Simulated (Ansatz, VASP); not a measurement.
**Be: VASP beside Ansatz**

```
Be
1.0
     2.26996    0.00000    0.00000
    -1.13498    1.96584    0.00000
     0.00000    0.00000    3.56014
Be
2
Direct
  0.66667 0.33333 0.75000
  0.33333 0.66667 0.25000
```

Change from the starting cell: volume scaled by 0.98.

Alike in both runs: task single point; functional LDA; k mesh 13 × 13 × 8; occupations fermi-dirac, width 0.05 eV; no spin polarisation.

|  | VASP | Ansatz |
| --- | --- | --- |
| version | VASP 6.6.1 | Ansatz 0.2.0 |
| potentials or method | VASP PAW LDA potentials, release 64 (Be), cutoff 520 eV | all-electron LAPW, scalar-relativistic |

VASP gave:

```
gap on the k mesh at the Fermi level (eV)                     : none
pressure (GPa)                                                : -5.6
traceless stress, the component that is largest in VASP (GPa) : -0.55
```

**Question.** Which values does Ansatz return?

**Answer.** gap on the k mesh at the Fermi level (eV): none; pressure (GPa): -6.1; traceless stress, the component that is largest in VASP (GPa): -0.56.

LDA's correlation is that of Perdew and Zunger in VASP and of Perdew and Wang (1992) in Ansatz. A gap of «none» marks a metal or a gap that the smearing closes. Ansatz ran all-electron here, and VASP with PAW potentials.
